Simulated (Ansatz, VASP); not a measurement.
# MgI2: VASP beside Ansatz

```
Mg I
1.0
     4.15664    0.00000    0.00000
    -2.07832    3.59975    0.00000
     0.00000    0.00000    6.87561
Mg I
1 2
Direct
  0.00000 0.00000 0.00000
  0.33333 0.66667 0.24257
  0.66667 0.33333 0.75743
```

Alike in both runs: task single point; functional LDA; k mesh 6 × 6 × 4; no spin polarisation.

|  | VASP | Ansatz |
| --- | --- | --- |
| version | VASP 6.6.1 | Ansatz 0.2.0 |
| potentials or method | VASP PAW LDA potentials, release 64 (Mg, I) | plane waves, PAW |
| plane-wave cutoff (eV) | 520 | 420 |
| occupations | gaussian, width 0.01 eV | fixed |
| valence electrons in the cell | 16 | 44 |

Ansatz gave:

| Property | Result |
| --- | --- |
| gap on the k mesh at the Fermi level (eV) | 3.36 |

Q: Estimate VASP's values.

A: gap on the k mesh at the Fermi level (eV): 3.35.

LDA's correlation is that of Perdew and Zunger in VASP and of Perdew and Wang (1992) in Ansatz. VASP's potentials hold 16 valence electrons a cell and Ansatz's 44, so a difference there can come from the potentials and not from the codes.

Neither program's run includes spin-orbit coupling.
